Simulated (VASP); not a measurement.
# CuAu3 (Pm-3m) in VASP: a series of runs

The runs below take CuAu3 through electric field gradients, density of states, with LDA.

Everything below comes from runs of VASP 6.6.1. Logs are shortened: lines on timing, memory, paths and dates and some standing lists are left out, and cuts for length are marked.

### Step 1. The cell of the first run

Symmetry: Pm-3m, No. 221, cubic system. Conventional cell: a = 3.980 Å, b = 3.980 Å, c = 3.980 Å, α = 90.00°, β = 90.00°, γ = 90.00°. Within 3.7 Å of Cu (site symmetry m-3m) lie 12 Au at 2.81 Å. Within 3.7 Å of Au (site symmetry 4/mmm) lie 4 Cu at 2.81 Å and 8 Au at 2.81 Å.

### Step 2. Electric field gradients, LDA

Contents of INCAR:

```
SYSTEM = CuAu3
PREC     = Accurate       ! precision mode
ENCUT    = 520            ! plane-wave cutoff, eV
EDIFF    = 1E-8           ! SCF threshold, eV
ISMEAR   = -1             ! smearing method
SIGMA    = 0.05           ! smearing width, eV
LREAL    = .False.        ! projectors in reciprocal space
LASPH    = .True.         ! aspherical terms in the spheres
NELM     = 80             ! most SCF steps
ALGO     = Normal         ! electronic algorithm
ISIF     = 2              ! what is computed and relaxed
LWAVE    = .False.        ! write WAVECAR
LCHARG   = .False.        ! write CHGCAR
LEFG     = .True.       
NBANDS   = 30             ! bands
```

Contents of KPOINTS:

```
regular mesh
0
Gamma
  9 9 9
  0 0 0
```

Contents of POSCAR:

```
CuAu3
1.0
    3.9800000000      0.0000000000      0.0000000000
    0.0000000000      3.9800000000      0.0000000000
    0.0000000000      0.0000000000      3.9800000000
Cu Au
1 3
Direct
    0.0000000000      0.0000000000      0.0000000000
    0.0000000000      0.5000000000      0.5000000000
    0.5000000000      0.0000000000      0.5000000000
    0.5000000000      0.5000000000      0.0000000000
```

Potentials or basis: VASP PAW LDA potentials, release 64 (Cu, Au).

On the command line:

```bash
$ cat potpaw_LDA.64/Cu/POTCAR potpaw_LDA.64/Au/POTCAR > POTCAR
$ mpirun -np 1 vasp_std > vasp.out
```

OUTCAR:

```text
SYSTEM = CuAu3
   PREC = Accurate
   ENCUT = 520
   EDIFF = 1E-8
   ISMEAR = -1
   LREAL = .False.
   LASPH = .True.
   NELM = 80
   ISIF = 2

 ion  position               nearest neighbor table
   1  0.000  0.000  0.000-   2 2.81   3 2.81   4 2.81   2 2.81   3 2.81   2 2.81   4 2.81   2 2.81
                             3 2.81   4 2.81   3 2.81   4 2.81
   2  0.000  0.500  0.500-   1 2.81   3 2.81   4 2.81   1 2.81   4 2.81   1 2.81   3 2.81   1 2.81
                             3 2.81   4 2.81   4 2.81   3 2.81
   3  0.500  0.000  0.500-   1 2.81   2 2.81   4 2.81   1 2.81   4 2.81   2 2.81   4 2.81   4 2.81
                             1 2.81   2 2.81   1 2.81   2 2.81
   4  0.500  0.500  0.000-   1 2.81   2 2.81   3 2.81   2 2.81   3 2.81   1 2.81   3 2.81   3 2.81
                             1 2.81   2 2.81   2 2.81   1 2.81

  LATTYP: Found a simple cubic cell.
 ALAT       =     3.9800000000

  Lattice vectors:

 A1 = (   3.9800000000,   0.0000000000,   0.0000000000)
 A2 = (   0.0000000000,   3.9800000000,   0.0000000000)
 A3 = (   0.0000000000,   0.0000000000,   3.9800000000)

Analysis of symmetry for initial positions (statically):
=====================================================================
 Subroutine PRICEL returns:
 Original cell was already a primitive cell.

 Routine SETGRP: Setting up the symmetry group for a
 simple cubic supercell.

 Subroutine GETGRP returns: Found 48 space group operations
 (whereof 48 operations were pure point group operations)
 out of a pool of 48 trial point group operations.

The static configuration has the point symmetry O_h .

Analysis of symmetry for dynamics (positions and initial velocities):
=====================================================================
 Subroutine PRICEL returns:
 Original cell was already a primitive cell.

 Routine SETGRP: Setting up the symmetry group for a
 simple cubic supercell.

 Subroutine GETGRP returns: Found 48 space group operations
 (whereof 48 operations were pure point group operations)
 out of a pool of 48 trial point group operations.

The dynamic configuration has the point symmetry O_h .

 Subroutine INISYM returns: Found 48 space group operations
 (whereof 48 operations are pure point group operations),
 and found     1 'primitive' translations

----------------------------------------------------------------------------------------

                                     Primitive cell

  volume of cell :      63.0448

  direct lattice vectors                    reciprocal lattice vectors
     3.980000000  0.000000000  0.000000000     0.251256281  0.000000000  0.000000000
     0.000000000  3.980000000  0.000000000     0.000000000  0.251256281  0.000000000
     0.000000000  0.000000000  3.980000000     0.000000000  0.000000000  0.251256281

  length of vectors
     3.980000000  3.980000000  3.980000000     0.251256281  0.251256281  0.251256281

  position of ions in fractional coordinates (direct lattice)
     0.000000000  0.000000000  0.000000000
     0.000000000  0.500000000  0.500000000
     0.500000000  0.000000000  0.500000000
     0.500000000  0.500000000  0.000000000

  ion indices of the primitive-cell ions
   primitive index   ion index
                 1           1
                 2           2
                 3           3
                 4           4

----------------------------------------------------------------------------------------

 KPOINTS: regular mesh

Automatic generation of k-mesh.
 Grid dimensions read from file:
 generate k-points for:    9    9    9

 Generating k-lattice:

  Cartesian coordinates                     Fractional coordinates (reciprocal lattice)
     0.027917365  0.000000000  0.000000000     0.111111111  0.000000000  0.000000000
     0.000000000  0.027917365  0.000000000     0.000000000  0.111111111  0.000000000
     0.000000000  0.000000000  0.027917365     0.000000000  0.000000000  0.111111111

  Length of vectors
     0.027917365  0.027917365  0.027917365
[... 38 lines left out ...]
   total plane-waves  NPLWV =  27000
   dimension x,y,z NGX =    30 NGY =   30 NGZ =   30
   dimension x,y,z NGXF=    60 NGYF=   60 NGZF=   60
   ions per type =               1   3
   NGX,Y,Z   is equivalent  to a cutoff of  12.53, 12.53, 12.53 a.u.
   NGXF,Y,Z  is equivalent  to a cutoff of  25.06, 25.06, 25.06 a.u.
 SYSTEM =  CuAu3
   PREC   = accura    normal or accurate (medium, high low for compatibility)
   ISTART =      0    job   : 0-new  1-cont  2-samecut
   ICHARG =      2    charge: 1-file 2-atom 10-const
   ISPIN  =      1    spin polarized calculation?
   LNONCOLLINEAR =      F non collinear calculations
   LSORBIT =      F    spin-orbit coupling
   LASPH  =      T    aspherical Exc in radial PAW
   ENCUT  =  520.0 eV  38.22 Ry    6.18 a.u.   7.40  7.40  7.40*2*pi/ulx,y,z
   NELM   =     80;   NELMIN=  2; NELMDL= -5     # of ELM steps
   EDIFF  = 0.1E-07   stopping-criterion for ELM
   LREAL  =      F    real-space projection
   EDIFFG = 0.1E-06   stopping-criterion for IOM
   NSW    =      0    number of steps for IOM
   IBRION =     -1    ionic relax: 0-MD 1-quasi-New 2-CG
   NFREE  =      0    steps in history (QN), initial steepest desc. (CG)
   ISIF   =      2    stress and relaxation
   ISYM   =      2    0-nonsym 1-usesym 2-fastsym
   POTIM  = 0.5000    time-step for ionic-motion
   TEBEG  =    0.0;   TEEND  =   0.0 temperature during run
   PSTRESS=    0.0 pullay stress
   NELECT =      44.0000    total number of electrons
   NUPDOWN=      -1.0000    fix difference up-down
   EMIN   =  10.00;   EMAX   =-10.00  energy-range for DOS
   EFERMI =   0.00;   METHOD = LEGACY
   ISMEAR =    -1;   SIGMA  =   0.05  broadening in eV -4-tet -1-fermi 0-gaus
   EFERMI_NEDOS =   21; number of points for ismear=-14 and -15
   IALGO  =     38    algorithm
   IMIX   =      4    mixing-type and parameters
     AMIX     =   0.40;   BMIX     =  1.00
     AMIX_MAG =   1.60;   BMIX_MAG =  1.00
  volume/ion in A,a.u.               =      15.76       106.36
  Fermi-wavevector in a.u.,A,eV,Ry     =   1.452143  2.744152 28.690859  2.108719
  Thomas-Fermi vector in A             =   2.569559
   LORBIT       =      0    0 simple, 1 ext, 2 COOP (PROOUT), +10 PAW based schemes
   GGA     = CA    functional components
   LHFCALC =     F    Hartree Fock is set to
   AEXX    =    0.0000 exact exchange contribution
   IVDW    =     0    specifies the selected vdW correction
   LEPSILON=     F    determine dielectric tensor
   LRPA    =     F    only Hartree local field effects (RPA)
 non-spin polarized calculation
  energy-cutoff  :      520.00
  volume of cell :       63.04
 maximum number of plane-waves:      1743
 NGX is ok and might be reduce to    30
   NGX = 15   NGY = 15   NGZ = 15

 number of electron      44.0000040 magnetization

 Free energy of the ion-electron system (eV)
  ---------------------------------------------------
  ext. energy  EPLUGINS =         0.00000000
  ---------------------------------------------------
  free energy    TOTEN  =       -18.11488978 eV

  energy without entropy =      -18.10648710  energy(sigma->0) =      -18.11068844

 E-fermi :   9.0227     XC(G=0): -12.9874

 val. band max:        8.9770780856   @ k =   0.4444   0.4444   0.0000
 cond. band min:       9.0631511350   @ k =   0.3333   0.3333   0.2222
 fundamental gap:      0.0860730494
 Fermi energy:         9.0227034633

 k-point     1 :       0.0000    0.0000    0.0000
  band No.  band energies     occupation
      1      -0.9562      2.00000
      2       1.4985      2.00000
      3       2.3158      2.00000
      4       2.3158      2.00000
      5       2.3158      2.00000
      6       2.4393      2.00000
[... 781 lines left out ...]
     29      18.9408      0.00000
     30      19.8602      0.00000

 [... further k-points ...]
[... 5 lines left out ...]
  --------------------------------------------------------------------------------------
  -------------------------------------------------------------------------------------
  Total       -2.0121190     -2.0121190     -2.0121190     -0.0000000     -0.0000000      0.0000000
  in kB      -51.1346200    -51.1346200    -51.1346200     -0.0000000     -0.0000000      0.0000000
  external PRESSURE =     -51.1346200 kB  Pullay stress =       0.0000000 kB

 VOLUME and BASIS-vectors are now :
 -----------------------------------------------------------------------------
  energy-cutoff  :      520.00
  volume of cell :       63.04
      direct lattice vectors                 reciprocal lattice vectors
     3.980000000  0.000000000  0.000000000     0.251256281  0.000000000  0.000000000
     0.000000000  3.980000000  0.000000000     0.000000000  0.251256281  0.000000000
     0.000000000  0.000000000  3.980000000     0.000000000  0.000000000  0.251256281

 POSITION                                       TOTAL-FORCE (eV/Angst)
 -----------------------------------------------------------------------------------
      0.00000      0.00000      0.00000         0.000000      0.000000      0.000000
      0.00000      1.99000      1.99000         0.000000      0.000000      0.000000
      1.99000      0.00000      1.99000         0.000000      0.000000      0.000000
      1.99000      1.99000      0.00000         0.000000      0.000000      0.000000
 -----------------------------------------------------------------------------------
    total drift:                                0.000000      0.000000     -0.000000

  FREE ENERGIE OF THE ION-ELECTRON SYSTEM (eV)
  ---------------------------------------------------
  free  energy   TOTEN  =       -18.1148897763 eV

  energy  without entropy=      -18.1064871047  energy(sigma->0) =      -18.11068844

 Electric field gradients (V/A^2)
---------------------------------------------------------------------
 ion       V_xx      V_yy      V_zz      V_xy      V_xz      V_yz
---------------------------------------------------------------------
   1      -0.000    -0.000    -0.000     0.000     0.000     0.000
   2     -75.577    37.788    37.788     0.000    -0.000    -0.000
   3      37.788   -75.577    37.788    -0.000    -0.000     0.000
   4      37.788    37.788   -75.577     0.000     0.000    -0.000
---------------------------------------------------------------------

 Electric field gradients after diagonalization (V/A^2)
 (convention: |V_zz| > |V_xx| > |V_yy|)
----------------------------------------------------------------------
 ion       V_xx      V_yy      V_zz     asymmetry (V_yy - V_xx)/ V_zz
----------------------------------------------------------------------
   1      -0.000    -0.000    -0.000      -0.277
   2      37.788    37.788   -75.577       0.000
   3      37.788    37.788   -75.577       0.000
   4      37.788    37.788   -75.577       0.000
----------------------------------------------------------------------

           NMR quadrupolar parameters

 Cq : quadrupolar parameter    Cq=e*Q*V_zz/h
 eta: asymmetry parameters     (V_yy - V_xx)/ V_zz
 Q  : nuclear electric quadrupole moment in mb (millibarn)
----------------------------------------------------------------------
 ion       Cq(MHz)       eta       Q (mb)
----------------------------------------------------------------------
   1      -0.000      -0.277       1.000
   2      -0.183       0.000       1.000
   3      -0.183       0.000       1.000
   4      -0.183       0.000       1.000
----------------------------------------------------------------------
```

Run time: 65 s. Hardware: 1 thread of Intel Xeon Platinum 8375C at 2.90GHz (Ice Lake), shared host; peak memory 0.19 GiB.

Results:

| Item | Value |
| --- | --- |
| Free energy | -18.1149 eV |
| Pressure | -5.1 GPa |
| Band gap on the k mesh | zero (band 22 reaches 10.07 eV, above the bottom of band 23 at 8.49 eV) |

Electric field gradients, principal values (V/Å²):
| atom | least | middle | greatest (by size) |
| --- | --- | --- | --- |
| 1 Cu | 0.000 | 0.000 | 0.000 |
| 2 Au | 37.788 | 37.788 | -75.577 |
| 3 Au | 37.788 | 37.788 | -75.577 |
| 4 Au | 37.788 | 37.788 | -75.577 |

Caveat: without QUAD_EFG the Cq values of the log hold for a quadrupole moment of 1 mb, not for the nuclei; spin-orbit coupling is left out, which moves the levels of the heavy elements.

### Step 3. Density of states, LDA

POSCAR is that of step 2.

Contents of INCAR.step1:

```
ALGO = Normal
EDIFF = 1E-7
ENCUT = 520
ISIF = 2
ISMEAR = -1
LASPH = True
LCHARG = True
LMAXMIX = 4
LREAL = False
LWAVE = False
NBANDS = 30
NELM = 60
PREC = Accurate
SIGMA = 0.05
```

Contents of KPOINTS.step1:

```
k-points
0
Gamma
  9 9 9
```

Contents of INCAR.step2:

```
ALGO = Normal
EDIFF = 1E-7
ENCUT = 520
ICHARG = 11
ISIF = 2
ISMEAR = -5
LASPH = True
LCHARG = False
LMAXMIX = 4
LORBIT = 10
LREAL = False
LWAVE = False
NEDOS = 2001
NELM = 60
PREC = Accurate
SIGMA = 0.05
```

Contents of KPOINTS.step2:

```
k-points
0
Gamma
  14 14 14
```

Potentials or basis: VASP PAW LDA potentials, release 64 (Cu, Au).

On the command line:

```bash
$ cat potpaw_LDA.64/Cu/POTCAR potpaw_LDA.64/Au/POTCAR > POTCAR
$ cp INCAR.step1 INCAR
$ cp KPOINTS.step1 KPOINTS
$ mpirun -np 1 vasp_std > vasp.out
$ cp INCAR.step2 INCAR
$ cp KPOINTS.step2 KPOINTS
$ mpirun -np 1 vasp_std > vasp.out
```

It took 3.8 min on 1 thread of Intel Xeon Platinum 8375C at 2.90GHz (Ice Lake), shared host; peak memory 0.28 GiB.

Results (log left out):

```yaml
Valence_electrons_inside_the_program's_atomic_spheres: Cu 9.90; Au 9.70
```

Levels at points of the mesh, in eV from the Fermi level:
| k point | band 19 | band 20 | band 21 | band 22 | band 23 | band 24 | band 25 | band 26 |
| --- | --- | --- | --- | --- | --- | --- | --- | --- |
| (0.00, 0.00, 0.00) | -1.57 | -1.57 | -1.57 | 0.92 | 0.92 | 0.92 | 5.89 | 5.89 |
| (0.50, 0.00, 0.00) | -2.25 | -2.03 | -1.60 | -1.57 | 5.12 | 5.53 | 5.86 | 5.86 |
| (0.50, 0.50, 0.00) | -2.29 | -2.29 | -0.85 | -0.27 | -0.12 | -0.12 | 8.24 | 8.88 |
| (0.50, 0.50, 0.50) | -1.73 | -1.73 | -1.19 | -1.12 | -1.12 | -1.12 | 2.94 | 2.94 |

Caveat: spin-orbit coupling is left out, which moves the levels of the heavy elements; tetrahedron occupations give inexact forces and stress in metals.
